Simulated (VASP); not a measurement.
Pd: single point with PBE

The system is Pd.

```xyz
1
Lattice="0.0000 1.9970 1.9970 1.9970 0.0000 1.9970 1.9970 1.9970 0.0000" Properties=species:S:1:pos:R:3 pbc="T T T"
Pd    0.0000    0.0000    0.0000
```

* Program: VASP 6.6.1
* Task: single point
* Functional: PBE
* Potentials or basis: VASP PAW PBE potentials, release 64 (Pd)
* Cutoff: 520 eV
* k mesh: 47 × 47 × 47
* Occupations: fermi-dirac, width 0.0612256 eV
* Spin: no spin polarisation

| Item | Value |
| --- | --- |
| Pressure | -6.0 GPa |
| Band gap on the k mesh | zero (band 5 reaches 8.78 eV, above the bottom of band 6 at 7.39 eV) |

Levels at points of the mesh, in eV from the Fermi level:
```csv
k point,band 3,band 4,band 5,band 6,band 7,band 8
"(0.00, 0.00, 0.00)",-2.51,-2.51,-1.10,-1.10,17.12,21.46
```

Wall time 2.6 min on 1 thread of Intel(R) Xeon(R) 6975P-C (Granite Rapids), on a shared host, peak memory 0.54 GiB.
